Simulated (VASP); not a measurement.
Wanted: the native input for a VASP 6.6.1 run.

| Item | Value |
| --- | --- |
| Task | single point |
| Functional | LDA |
| Potentials or basis | VASP PAW LDA potentials, release 64 (Al, Ti_sv, H) |
| Cutoff | 520 eV |
| k mesh | 6 × 6 × 1 |
| Occupations | gaussian, width 0.1 eV |
| Spin | no spin polarisation |
| Dipole correction | yes |
| Further INCAR settings | ALGO = Normal; EDIFF = 1e-07; NBANDS = 33 |

The structure of TiAl3H lies in POSCAR:

```
TiAl3H
1.0
    5.0133158832      0.0000000000      0.0000000000
    2.1650041019      4.5217356605      0.0000000000
    0.0000000000      0.0000000000     22.0677223531
Al Ti H
6 2 2
Direct
    0.5000000000      0.0000000000      0.1812602105
    0.0000000000      0.5000000000      0.1812602105
    0.0000000000      0.0000000000      0.2418017965
    0.0000000000      0.5000000000      0.3061179612
    0.5000000000      0.0000000000      0.3061179612
    0.5000000000      0.5000000000      0.3655892631
    0.5000000000      0.5000000000      0.2418017965
    0.0000000000      0.0000000000      0.3624433202
    0.0000000000     -0.0916559041      0.4584851210
    0.0000000000      0.0916559041      0.4584851210
```

The input as run:

INCAR

```
ALGO = Normal
DIPOL = 0.5 0.5 0.310
EDIFF = 1E-7
ENCUT = 520
GGA = CA
IDIPOL = 3
ISIF = 2
ISMEAR = 0
LASPH = T
LCHARG = F
LDIPOL = T
LREAL = F
LWAVE = F
NBANDS = 33
NELM = 100
PREC = Accurate
SIGMA = 0.1
```

KPOINTS

```
k-points
0
Gamma
  6 6 1
```

Potentials or basis: VASP PAW LDA potentials, release 64 (Al, Ti_sv, H).

The run is started by

```console
$ cat potpaw_LDA.64/Al/POTCAR potpaw_LDA.64/Ti_sv/POTCAR potpaw_LDA.64/H/POTCAR > POTCAR
$ mpirun -np 1 vasp_std > vasp.out
```

It gave:

```
Largest force          : 1.918 eV/Å
Band gap on the k mesh : zero (bands 22 and 23 overlap by 0.30 eV)
```

Wall time 13 min on 1 thread of Intel(R) Xeon(R) 6975P-C (Granite Rapids), on a shared host, peak memory 0.59 GiB.
